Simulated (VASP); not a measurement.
Set up this calculation in VASP 6.6.1, as the native input.

- Task: single point
- Functional: PBE
- Potentials or basis: VASP PAW PBE potentials, release 64 (Co, O)
- Cutoff: 520 eV
- k mesh: 12 × 12 × 6
- Occupations: gaussian, width 0.02 eV
- Spin: collinear spin, antiferromagnetic start
- Starting moments: [-2.57, 2.57, 0.14, -0.14] μB
- Dipole correction: no
- Further INCAR settings: ALGO = Normal; EDIFF = 1e-06; NBANDS = 27

The structure of CoO lies in POSCAR:

```
CoO
1.0
    3.1674047901      0.0000000000      0.0000000000
   -1.5837023951      2.7430530123      0.0000000000
    0.0000000000      0.0000000000      5.2884721742
Co O
2 2
Direct
    0.0000000000      0.0000000000      0.0071352727
    0.3333333333      0.6666666667      0.5071350709
    0.0000000000      0.0000000000      0.3678653950
    0.3333333333      0.6666666667      0.8678652614
```

One way to write it, as run:

INCAR

```
SYSTEM = CoO
ALGO = Normal
EDIFF = 1E-6
ENCUT = 520
GGA = PE
ISIF = 2
ISMEAR = 0
ISPIN = 2
LASPH = .True.
LCHARG = .False.
LMAXMIX = 4
LORBIT = 11
LREAL = .False.
LWAVE = .False.
MAGMOM = -2.57 2.57 0.14 -0.14
NBANDS = 27
NELM = 150
PREC = Accurate
SIGMA = 0.02
```

KPOINTS

```
k-points
0
Gamma
  12 12 6
  0 0 0
```

Potentials or basis: VASP PAW PBE potentials, release 64 (Co, O).

The run is started by

```bash
$ cat potpaw_PBE.64/Co/POTCAR potpaw_PBE.64/O/POTCAR > POTCAR
$ mpirun -np 1 vasp_std > vasp.out
```

Results of the run:

```
Pressure                                              : -0.1 GPa
Largest force                                         : 0.005 eV/Å
Band gap on the k mesh                                : 0.14 eV, indirect (least direct gap 0.23 eV)
Net moment                                            : 0.00 μB per cell
Site moments                                          : Co -2.28, +2.28; O +0.15, -0.15 μB
Valence electrons inside the program's atomic spheres : Co 8.00; O 4.99
```

Wall time 3.4 min on 1 thread of Intel(R) Xeon(R) Platinum 8375C CPU @ 2.90GHz (Ice Lake), with other jobs on the host, peak memory 0.27 GiB.
